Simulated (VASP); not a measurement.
TiCo: relaxation of cell and atoms with PBEsol

The system is TiCo.

```
Ti Co
1.0
     2.69151    0.00000    0.00000
     0.00000    2.69151    0.00000
     0.00000    0.00000    2.69151
Ti Co
1 1
Cartesian
  0.0000 0.0000 0.0000
  1.3458 1.3458 1.3458
```

```json
{"Program": "VASP 6.6.1", "Task": "relaxation of cell and atoms", "Functional": "PBEsol", "Potentials or basis": "VASP PAW PBE potentials, release 64 (Ti_sv, Co)", "Cutoff": "600 eV", "k mesh": "16 × 16 × 16", "Occupations": "gaussian, width 0.1 eV", "Spin": "collinear spin, ferromagnetic start", "Starting moments": "[0.0, 0.75] μB", "Target pressure": "90 GPa", "Dipole correction": "no", "Further INCAR settings": "ALGO = Normal; EDIFF = 1e-06; IBRION = 2; EDIFFG = -0.008; NSW = 70; ISIF = 3"}
```

```json
{
 "Relaxed volume": "9.63 Å³/atom",
 "Relaxed cell": "a = 2.680 Å, b = 2.680 Å, c = 2.680 Å, α = 90.00°, β = 90.00°, γ = 90.00°",
 "Space group after relaxing (to 0.05 Å)": "Pm-3m (No. 221)",
 "Energy change on relaxing (the enthalpy is what falls)": "+66.9 meV/atom",
 "Ionic steps": "3",
 "Pressure after relaxing": "90.0 GPa",
 "Net moment": "0.00 μB per cell",
 "Valence electrons inside the program's atomic spheres": "Ti 10.95; Co 8.98"
}
```

The path:
```csv
step,energy change (eV),largest force (eV/Å),pressure (GPa),volume (Å³)
1,0.0000,0.0000,83.37,19.50
2,0.6892,0.0000,115.62,18.38
3,0.1337,0.0000,89.97,19.25
```

Final structure:
```
Ti Co
1.0
     2.68008    0.00000    0.00000
     0.00000    2.68008    0.00000
     0.00000    0.00000    2.68008
Ti Co
1 1
Direct
  0.00000 0.00000 0.00000
  0.50000 0.50000 0.50000
```

Levels at points of the mesh, in eV from the Fermi level:
Spin up:
```
           k point  band 6  band 7  band 8  band 9  band 10  band 11  band 12  band 13  band 14
(0.00, 0.00, 0.00)   -5.98   -5.98   -2.28   -2.28    -2.28     0.99     0.99     4.00     4.00
(0.50, 0.00, 0.00)   -4.55   -3.88   -2.31   -2.31    -1.68    -1.62     0.59     0.66     0.66
(0.50, 0.50, 0.00)   -5.42   -3.80   -3.80   -0.91    -0.16     1.49     1.49     1.67     3.81
(0.50, 0.50, 0.50)   -3.34   -3.34   -3.27   -3.27    -3.27    -0.86    -0.86     4.61     4.61
```
Spin down:
```tsv
k point	band 8	band 9	band 10	band 11	band 12	band 13
(0.00, 0.00, 0.00)	-2.28	-2.28	-2.28	0.99	0.99	4.00
(0.50, 0.00, 0.00)	-2.31	-2.31	-1.68	-1.62	0.59	0.66
(0.50, 0.50, 0.00)	-3.80	-0.91	-0.16	1.49	1.49	1.67
(0.50, 0.50, 0.50)	-3.27	-3.27	-3.27	-0.86	-0.86	4.61
```

It took 120 s on 1 thread of Intel(R) Xeon(R) Platinum 8488C (Sapphire Rapids) (shared host), peak memory 0.23 GiB.

Caveat: the cell is relaxed towards a set pressure, so the enthalpy falls and the energy may rise; the PAW data sets were made with another functional, which shifts forces and pressure a little.
